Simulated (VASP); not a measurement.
Wanted: the native input for a VASP 6.6.1 run.

| Item | Value |
| --- | --- |
| Task | relaxation of cell and atoms |
| Functional | PBE |
| Potentials or basis | VASP PAW PBE potentials, release 64 (Si, O) |
| Cutoff | 600 eV |
| k mesh | 18 × 18 × 4 |
| Occupations | gaussian, width 0.1 eV |
| Spin | no spin polarisation |
| Dipole correction | no |
| Further INCAR settings | ALGO = Normal; EDIFF = 1e-06; IBRION = 2; EDIFFG = -0.01; NSW = 100; ISIF = 3 |

The structure of Si5O lies in POSCAR:

```
Si5O
1.0
    2.7810434760      0.0000000000      0.0000000000
   -1.3905217380      2.4084542992      0.0000000000
    0.0000000000      0.0000000000     11.6973227669
Si O
5 1
Direct
    0.6666666667      0.3333333333      0.8673575129
    0.0000000000      0.0000000000      0.6767303185
    0.6666666667      0.3333333333      0.5000000000
    0.0000000000      0.0000000000      0.3232696815
    0.6666666667      0.3333333333      0.1326424871
    0.0000000000      0.0000000000      0.0000000000
```

The cell was built from a structure type or drawn by symmetry, and may not be a known phase.

The input as run:

INCAR

```
PREC = Accurate
ENCUT = 600
EDIFF = 1E-6
ISMEAR = 0
SIGMA = 0.1
LREAL = False
LASPH = True
NELM = 60
ALGO = Normal
ISIF = 3
LWAVE = False
LCHARG = False
GGA = PE
IBRION = 2
NSW = 100
EDIFFG = -0.01
```

KPOINTS

```
regular mesh
0
Gamma
  18 18 4
```

Potentials or basis: VASP PAW PBE potentials, release 64 (Si, O).

Command:

```bash
$ cat potpaw_PBE.64/Si/POTCAR potpaw_PBE.64/O/POTCAR > POTCAR
$ mpirun -np 1 vasp_std > vasp.out
```

It gave:

* Relaxed volume: 12.88 Å³/atom
* Relaxed cell: a = 2.730 Å, b = 2.730 Å, c = 11.974 Å, α = 90.00°, β = 90.00°, γ = 120.00°
* Space group after relaxing (to 0.1 Å): P-6m2 (No. 187)
* Energy gained by relaxing: 12.6 meV/atom
* Ionic steps: 11
* Pressure after relaxing: 0.0 GPa
* Largest force after relaxing: 0.006 eV/Å

Caveat: the highest band is partly filled, so the run has too few bands.

It took 6.4 min on 1 thread of Intel(R) Xeon(R) 6975P-C (Granite Rapids), with other jobs on the host, peak memory 0.32 GiB.
